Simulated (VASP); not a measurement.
Runs of VASP 6.6.1 on TaN. The structure is that of space group P6_3/mmc (No. 194), or close to it. The cells are those of the table. 

| task | cell | cutoff (eV) | smearing | gap on the mesh (eV) | pressure (GPa) |
| --- | --- | --- | --- | --- | --- |
| single point | a = 2.868, b = 2.868, c = 5.828 Å, angles 90.0, 90.0, 120.0°, 4 atoms | 520 | fermi-dirac 0.15 eV | none | 18.9 |
| single point | a = 2.742, b = 2.742, c = 6.046 Å, angles 90.0, 90.0, 120.0°, 4 atoms | 520 | gaussian 0.1 eV | none | (a) |
| relaxation of shape and atoms at fixed volume | relaxed from a = 2.976, b = 2.976, c = 6.022 Å, angles 90.0, 90.0, 120.0°, 4 atoms | 600 | gaussian 0.1 eV | none | -16.3 |
| single point | a = 2.742, b = 2.742, c = 6.128 Å, angles 90.0, 90.0, 120.0°, 4 atoms | 520 | gaussian 0.1 eV | none | 34.1 |
| relaxation of shape and atoms at fixed volume | relaxed from a = 2.946, b = 2.946, c = 5.974 Å, angles 90.0, 90.0, 120.0°, 4 atoms | 600 | gaussian 0.1 eV | none | -8.5 |

Alike in all rows: level PBE; potentials or basis VASP PAW PBE potentials, release 64 (Ta_pv, N); no spin polarisation; k mesh 18 × 18 × 8.

Fill in the values left out.

(a) 40.5.

Caveats: spin-orbit coupling is left out, which moves the levels of the heavy elements; the cell stands under pressure (at least some runs); the stress differs along the axes, from 1 to 60 GPa (at least some runs); the stress differs along the axes, from -12 to 57 GPa (at least some runs).

A k mesh can miss the band edges, and the runs leave out spin-orbit coupling on Ta.

A gap of «none» marks levels without a gap at the run's occupations.
